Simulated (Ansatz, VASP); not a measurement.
Two plane-wave programs on Ge2Sb2Te5

```
Ge Sb Te
1.0
     4.19384    0.00000    0.00000
    -2.09692    3.63197    0.00000
     0.00000    0.00000   17.78713
Ge Sb Te
2 2 5
Direct
  0.33333 0.66667 0.44326
  0.66667 0.33333 0.55674
  0.33333 0.66667 0.11209
  0.66667 0.33333 0.88791
  0.00000 0.00000 0.00000
  0.33333 0.66667 0.79009
  0.66667 0.33333 0.20991
  0.00000 0.00000 0.36225
  0.00000 0.00000 0.63775
```

Alike in both runs: task single point; functional PBE; dispersion D3(BJ); k mesh 10 × 10 × 2; occupations gaussian, width 0.05 eV; no spin polarisation.

|  | VASP | Ansatz |
| --- | --- | --- |
| version | VASP 6.6.1 | Ansatz 0.2.0 |
| potentials or method | VASP PAW PBE potentials, release 64 (Ge_d, Sb, Te) | scalar-relativistic, plane waves, PAW |
| plane-wave cutoff (eV) | 520 | 420 |
| valence electrons in the cell | 68 | 138 |

VASP gave:

| Item | Value |
| --- | --- |
| rms of the force components (eV/Å) | 0.012 |

Task: Which values does Ansatz return?

Result: rms of the force components (eV/Å): 0.001.

Atom by atom the forces differ by 0.012 eV/Å (rms over components). VASP's potentials hold 68 valence electrons a cell and Ansatz's 138, so a difference there can come from the potentials and not from the codes. Ansatz's warnings: dispersion switch in reach.

Neither program's run includes spin-orbit coupling.
